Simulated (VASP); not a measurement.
# V (Im-3m) in VASP: notebook

Runs on V. Level: r2SCAN. Tasks: electric field gradients.

Everything below comes from runs of VASP 6.6.1. Logs are shortened: lines on timing, memory, paths and dates and some standing lists are left out, and cuts for length are marked.

## 1. The cell of the first run

The structure is cubic, space group Im-3m (No. 229). The conventional cell has a = 2.982 Å, b = 2.982 Å, c = 2.982 Å, α = 90.00°, β = 90.00°, γ = 90.00°. V (site symmetry m-3m) has 14 V at 2.58 to 2.98 Å within 3.4 Å.

## 2. Electric field gradients, r2SCAN

POSCAR

```
V
1.0
   -1.4910375985      1.4910375985      1.4910375985
    1.4910375985     -1.4910375985      1.4910375985
    1.4910375985      1.4910375985     -1.4910375985
V
1
Direct
    0.0000000000      0.0000000000      0.0000000000
```

INCAR.step1

```
SYSTEM = V
PREC = Accurate
ENCUT = 520
ISMEAR = 0
SIGMA = 0.05
LREAL = .FALSE.
LASPH = .TRUE.
NELM = 100
NBANDS = 12
GGA = PE
ALGO = Normal
EDIFF = 1E-4
LWAVE = .TRUE.
LCHARG = .FALSE.
```

INCAR.step2

```
SYSTEM = V
PREC = Accurate
ENCUT = 520
EDIFF = 1E-8
ISMEAR = 0
SIGMA = 0.05
LREAL = .FALSE.
LASPH = .TRUE.
NELM = 100
ALGO = Normal
ISIF = 2
LWAVE = .FALSE.
LCHARG = .FALSE.
METAGGA = R2SCAN
LMIXTAU = .TRUE.
LEFG = .TRUE.
NBANDS = 12
ISTART = 1
```

KPOINTS

```
regular mesh
0
G
  20 20 20
  0 0 0
```

Potentials or basis: VASP PAW PBE potentials, release 64 (V_sv).

Command:

```sh
$ cat potpaw_PBE.64/V_sv/POTCAR > POTCAR
$ cp INCAR.step1 INCAR
$ mpirun -np 1 vasp_std > vasp.out
$ cp INCAR.step2 INCAR
$ mpirun -np 1 vasp_std > vasp.out
```

OUTCAR:

```text
SYSTEM = V
   PREC = Accurate
   ENCUT = 520
   EDIFF = 1E-8
   ISMEAR = 0
   LREAL = .FALSE.
   LASPH = .TRUE.
   NELM = 100
   ISIF = 2
   METAGGA = R2SCAN
   ISTART = 1

 ion  position               nearest neighbor table
   1  0.000  0.000  0.000-

  LATTYP: Found a body centered cubic cell.
 ALAT       =     2.9820751970

  Lattice vectors:

 A1 = (  -1.4910375985,   1.4910375985,   1.4910375985)
 A2 = (   1.4910375985,  -1.4910375985,   1.4910375985)
 A3 = (   1.4910375985,   1.4910375985,  -1.4910375985)

Analysis of symmetry for initial positions (statically):
=====================================================================
 Subroutine PRICEL returns:
 Original cell was already a primitive cell.

 Routine SETGRP: Setting up the symmetry group for a
 body centered cubic supercell.

 Subroutine GETGRP returns: Found 48 space group operations
 (whereof 48 operations were pure point group operations)
 out of a pool of 48 trial point group operations.

The static configuration has the point symmetry O_h .

Analysis of symmetry for dynamics (positions and initial velocities):
=====================================================================
 Subroutine PRICEL returns:
 Original cell was already a primitive cell.

 Routine SETGRP: Setting up the symmetry group for a
 body centered cubic supercell.

 Subroutine GETGRP returns: Found 48 space group operations
 (whereof 48 operations were pure point group operations)
 out of a pool of 48 trial point group operations.

The dynamic configuration has the point symmetry O_h .

 Subroutine INISYM returns: Found 48 space group operations
 (whereof 48 operations are pure point group operations),
 and found     1 'primitive' translations

----------------------------------------------------------------------------------------

                                     Primitive cell

  volume of cell :      13.2595

  direct lattice vectors                    reciprocal lattice vectors
    -1.491037598  1.491037598  1.491037598     0.000000000  0.335336950  0.335336950
     1.491037598 -1.491037598  1.491037598     0.335336950  0.000000000  0.335336950
     1.491037598  1.491037598 -1.491037598     0.335336950  0.335336950  0.000000000

  length of vectors
     2.582552877  2.582552877  2.582552877     0.474238062  0.474238062  0.474238062

  position of ions in fractional coordinates (direct lattice)
     0.000000000  0.000000000  0.000000000

  ion indices of the primitive-cell ions
   primitive index   ion index
                 1           1

----------------------------------------------------------------------------------------

 KPOINTS: regular mesh

Automatic generation of k-mesh.
 Grid dimensions read from file:
 generate k-points for:   20   20   20

 Generating k-lattice:

  Cartesian coordinates                     Fractional coordinates (reciprocal lattice)
     0.000000000  0.016766847  0.016766847     0.050000000  0.000000000  0.000000000
     0.016766847  0.000000000  0.016766847     0.000000000  0.050000000  0.000000000
     0.016766847  0.016766847  0.000000000     0.000000000  0.000000000  0.050000000

  Length of vectors
     0.023711903  0.023711903  0.023711903

  Shift w.r.t. Gamma in fractional coordinates (k-lattice)
     0.000000000  0.000000000  0.000000000

 Subroutine IBZKPT returns following result:
 ===========================================

 Found    256 irreducible k-points:

 Following reciprocal coordinates:
            Coordinates               Weight
  0.000000  0.000000  0.000000      1.000000
  0.050000  0.000000  0.000000     12.000000
  0.100000  0.000000  0.000000     12.000000
  0.150000  0.000000  0.000000     12.000000
  0.200000  0.000000  0.000000     12.000000
  0.250000  0.000000  0.000000     12.000000
[... 16 lines left out ...]
  0.200000  0.100000  0.000000     48.000000
  0.250000  0.100000  0.000000     48.000000
 [... further k-points ...]
   k-points           NKPTS =    256   k-points in BZ     NKDIM =    256   number of bands    NBANDS=     12
   number of dos      NEDOS =    301   number of ions     NIONS =      1
   total plane-waves  NPLWV =   8000
   dimension x,y,z NGX =    20 NGY =   20 NGZ =   20
   dimension x,y,z NGXF=    40 NGYF=   40 NGZF=   40
   ions per type =               1
   NGX,Y,Z   is equivalent  to a cutoff of  12.87, 12.87, 12.87 a.u.
   NGXF,Y,Z  is equivalent  to a cutoff of  25.75, 25.75, 25.75 a.u.
 SYSTEM =  V
   PREC   = accura    normal or accurate (medium, high low for compatibility)
   ISTART =      1    job   : 0-new  1-cont  2-samecut
   ICHARG =      0    charge: 1-file 2-atom 10-const
   ISPIN  =      1    spin polarized calculation?
   LNONCOLLINEAR =      F non collinear calculations
   LSORBIT =      F    spin-orbit coupling
   LASPH  =      T    aspherical Exc in radial PAW
   ENCUT  =  520.0 eV  38.22 Ry    6.18 a.u.   4.80  4.80  4.80*2*pi/ulx,y,z
   NELM   =    100;   NELMIN=  2; NELMDL=  0     # of ELM steps
   EDIFF  = 0.1E-07   stopping-criterion for ELM
   LREAL  =      F    real-space projection
   EDIFFG = 0.1E-06   stopping-criterion for IOM
   NSW    =      0    number of steps for IOM
   IBRION =     -1    ionic relax: 0-MD 1-quasi-New 2-CG
   NFREE  =      0    steps in history (QN), initial steepest desc. (CG)
   ISIF   =      2    stress and relaxation
   ISYM   =      2    0-nonsym 1-usesym 2-fastsym
   POTIM  = 0.5000    time-step for ionic-motion
   TEBEG  =    0.0;   TEEND  =   0.0 temperature during run
   PSTRESS=    0.0 pullay stress
   NELECT =      13.0000    total number of electrons
   NUPDOWN=      -1.0000    fix difference up-down
   EMIN   =  10.00;   EMAX   =-10.00  energy-range for DOS
   EFERMI =   0.00;   METHOD = LEGACY
   ISMEAR =     0;   SIGMA  =   0.05  broadening in eV -4-tet -1-fermi 0-gaus
   EFERMI_NEDOS =   21; number of points for ismear=-14 and -15
   IALGO  =     38    algorithm
   IMIX   =      4    mixing-type and parameters
     AMIX     =   0.40;   BMIX     =  1.00
     AMIX_MAG =   1.60;   BMIX_MAG =  1.00
  volume/ion in A,a.u.               =      13.26        89.48
  Fermi-wavevector in a.u.,A,eV,Ry     =   1.626350  3.073356 35.987606  2.645014
  Thomas-Fermi vector in A             =   2.719324
   LORBIT       =      0    0 simple, 1 ext, 2 COOP (PROOUT), +10 PAW based schemes
   METAGGA = R2SCAN    functional components
   LHFCALC =     F    Hartree Fock is set to
   AEXX    =    0.0000 exact exchange contribution
   IVDW    =     0    specifies the selected vdW correction
   LEPSILON=     F    determine dielectric tensor
   LRPA    =     F    only Hartree local field effects (RPA)
 non-spin polarized calculation
 Gauss-broadening in eV      SIGMA  =   0.05
  energy-cutoff  :      520.00
  volume of cell :       13.26
 maximum number of plane-waves:       370
   NGX =  9   NGY =  9   NGZ =  9

 number of electron      12.9999992 magnetization

 Free energy of the ion-electron system (eV)
  ---------------------------------------------------
  ext. energy  EPLUGINS =         0.00000000
  ---------------------------------------------------
  free energy    TOTEN  =       -14.13037970 eV

  energy without entropy =      -14.12816121  energy(sigma->0) =      -14.12927045

 E-fermi :   9.8554     XC(G=0): -14.1625

 val. band max:        9.8549329138   @ k =  -0.4000   0.4000   0.1000
 cond. band min:       9.8613765000   @ k =  -0.3500   0.4000   0.1500
 fundamental gap:      0.0064435862
 Fermi energy:         9.8553898352

 k-point     1 :       0.0000    0.0000    0.0000
  band No.  band energies     occupation
      1     -56.4415      2.00000
      2     -28.5655      2.00000
      3     -28.5654      2.00000
      4     -28.5654      2.00000
      5       2.7657      2.00000
      6      10.3467      0.00000
      7      10.3468      0.00000
      8      10.3468      0.00000
      9      12.5671      0.00000
     10      12.5671      0.00000
     11      31.2264      0.00000
     12      31.2264      0.00000
[... 331 lines left out ...]
 k-point    24 :       0.2500    0.1000    0.0000
  band No.  band energies     occupation
      1     -56.2893      2.00000
      2     -29.2298      2.00000
      3     -28.7763      2.00000
      4     -28.6035      2.00000
      5       5.9796      2.00000
      6       9.1915      2.00000
      7       9.5580      2.00000
      8      12.1344      0.00000
      9      12.8523      0.00000
     10      13.0499      0.00000
     11      25.2150      0.00000
     12      27.7703      0.00000

 [... further k-points ...]

------------------------ aborting loop because EDIFF is reached ----------------------------------------

  FORCE on cell =-STRESS in cart. coord.  units (eV):
  Direction    XX          YY          ZZ          XY          YZ          ZX
  --------------------------------------------------------------------------------------
  -------------------------------------------------------------------------------------
  Total        0.0598790      0.0598790      0.0598790      0.0000000      0.0000000      0.0000000
  in kB        7.2353486      7.2353486      7.2353486      0.0000000      0.0000000      0.0000000
  external PRESSURE =       7.2353486 kB  Pullay stress =       0.0000000 kB

 VOLUME and BASIS-vectors are now :
 -----------------------------------------------------------------------------
  energy-cutoff  :      520.00
  volume of cell :       13.26
      direct lattice vectors                 reciprocal lattice vectors
    -1.491037598  1.491037598  1.491037598     0.000000000  0.335336950  0.335336950
     1.491037598 -1.491037598  1.491037598     0.335336950  0.000000000  0.335336950
     1.491037598  1.491037598 -1.491037598     0.335336950  0.335336950  0.000000000

 POSITION                                       TOTAL-FORCE (eV/Angst)
 -----------------------------------------------------------------------------------
      0.00000      0.00000      0.00000         0.000000     -0.000000      0.000000
 -----------------------------------------------------------------------------------
    total drift:                                0.000000     -0.000000     -0.000000

  FREE ENERGIE OF THE ION-ELECTRON SYSTEM (eV)
  ---------------------------------------------------
  free  energy   TOTEN  =       -14.1303796997 eV

  energy  without entropy=      -14.1281612072  energy(sigma->0) =      -14.12927045

 Electric field gradients (V/A^2)
---------------------------------------------------------------------
 ion       V_xx      V_yy      V_zz      V_xy      V_xz      V_yz
---------------------------------------------------------------------
   1      -0.000    -0.000    -0.000     0.002     0.002     0.002
---------------------------------------------------------------------

 Electric field gradients after diagonalization (V/A^2)
 (convention: |V_zz| > |V_xx| > |V_yy|)
----------------------------------------------------------------------
 ion       V_xx      V_yy      V_zz     asymmetry (V_yy - V_xx)/ V_zz
----------------------------------------------------------------------
   1      -0.002    -0.002     0.004       0.000
----------------------------------------------------------------------

           NMR quadrupolar parameters

 Cq : quadrupolar parameter    Cq=e*Q*V_zz/h
 eta: asymmetry parameters     (V_yy - V_xx)/ V_zz
 Q  : nuclear electric quadrupole moment in mb (millibarn)
----------------------------------------------------------------------
 ion       Cq(MHz)       eta       Q (mb)
----------------------------------------------------------------------
   1       0.000       0.000       1.000
----------------------------------------------------------------------
```

Run time: 76 s. Hardware: 1 thread of AMD EPYC 9R45 (Zen 5), shared host; peak memory 0.13 GiB.

Results:

```
Free energy : -14.1304 eV
Pressure    : 0.7 GPa
```

Caveat: without QUAD_EFG the Cq values of the log hold for a quadrupole moment of 1 mb, not for the nuclei; the PAW data sets were made with another functional, which shifts forces and pressure a little.

[end of part 1 of 2]
